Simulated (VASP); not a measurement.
The system is MnSe.

```
Mn Se
1.0
     0.00000    2.91000    2.91000
     2.91000    0.00000    2.91000
     2.91000    2.91000    0.00000
Mn Se
1 1
Cartesian
  0.0000 0.0000 0.0000
  4.3650 4.3650 4.3650
```

Base run:

* Program: VASP 6.6.1
* Functional: PBEsol
* Potentials or basis: VASP PAW PBE potentials, release 64 (Mn_pv, Se)
* Cutoff: 500 eV
* k mesh: 8 × 8 × 8
* Occupations: fermi-dirac, width 0.05 eV
* Spin: collinear spin, ferromagnetic start
* Starting moments: [5.2, 0.0] μB

Its results: pressure -0.2 GPa; net moment 4.87 μB per cell; site moments Mn +4.29; Se +0.08 μB.

**Question.** The run is repeated on the same cell with these changes: hubbard terms from none to Mn d U = 2.0 eV. What comes out?

**Answer.** Pressure 2.4 GPa; net moment 5.00 μB per cell; site moments Mn +4.48; Se +0.06 μB.

Caveats: the PAW data sets were made with another functional, which shifts forces and pressure a little; a cell with one magnetic atom can't hold antiferromagnetic order, which such compounds often take.
